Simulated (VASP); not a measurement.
A run of VASP 6.6.1 is set up as follows.

INCAR

```
SYSTEM = PbS
PREC = Accurate
ENCUT = 500
EDIFF = 1E-7
ISMEAR = -1
SIGMA = 0.02
LREAL = .False.
LASPH = .True.
NELM = 120
ALGO = Normal
ISIF = 3
LWAVE = .False.
LCHARG = .False.
IBRION = 2
NSW = 80
EDIFFG = -0.005
GGA_COMPAT = .False.
NELMIN = 4
```

Contents of KPOINTS:

```
regular mesh
0
Gamma
  6 6 4
  0 0 0
```

POSCAR

```
PbS
1.0
    4.1540076946      0.0000000000      0.0000000000
   -2.0770038473      3.5974761911      0.0000000000
    0.0000000000      0.0000000000      7.3595791269
Pb S
2 2
Direct
    0.0000000000      0.0000000000      0.0000000000
    0.0000000000      0.0000000000      0.5000000000
    0.3333333333      0.6666666667      0.2500000000
    0.6666666667      0.3333333333      0.7500000000
```

Potentials or basis: VASP PAW LDA potentials, release 64 (Pb_d, S).

Launch:

```bash
$ cat potpaw_LDA.64/Pb_d/POTCAR potpaw_LDA.64/S/POTCAR > POTCAR
$ mpirun -np 1 vasp_std > vasp.out
```

(1) What does it give for the space group after relaxing (to 0.05 Å)?

(2) Estimate the band gap on the k mesh.

(3) Estimate the relaxed volume.

(4) Estimate the relaxed cell.

## Answers

(1) P6_3/mmc (No. 194).

(2) zero (band 20 reaches 6.26 eV, above the bottom of band 21 at 6.17 eV).

(3) 25.24 Å³/atom.

(4) a = 4.019 Å, b = 4.019 Å, c = 7.218 Å, α = 90.00°, β = 90.00°, γ = 120.00°.

Caveat: spin-orbit coupling is left out, which moves the levels of the heavy elements.
